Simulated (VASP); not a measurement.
Input of a VASP 6.6.1 run:

Contents of INCAR:

```
PREC = Accurate
ENCUT = 520
EDIFF = 1E-6
ISMEAR = -1
SIGMA = 0.1
LREAL = False
LASPH = True
NELM = 100
ALGO = Normal
ISIF = 2
LWAVE = False
LCHARG = False
GGA = PS
NBANDS = 18
```

Contents of KPOINTS:

```
regular mesh
0
Gamma
  15 15 8
```

File POSCAR:

```
Sc
1.0
    2.8808723214      0.0000000000      0.0000000000
   -1.4404361607      2.4949086154      0.0000000000
    0.0000000000      0.0000000000      4.4892628083
Sc
2
Direct
    0.3333333333      0.6666666667      0.2500000000
    0.6666666667      0.3333333333      0.7500000000
```

Potentials or basis: VASP PAW PBE potentials, release 64 (Sc_sv).

Run with:

```bash
$ cat potpaw_PBE.64/Sc_sv/POTCAR > POTCAR
$ mpirun -np 1 vasp_std > vasp.out
```

Question: Predict the band gap on the k mesh.

Answer: Zero (band 11 reaches 8.45 eV, above the bottom of band 12 at 5.85 eV).

Question: Estimate the pressure.

Answer: 39.0 GPa.

Caveat: the PAW data sets were made with another functional, which shifts forces and pressure a little.
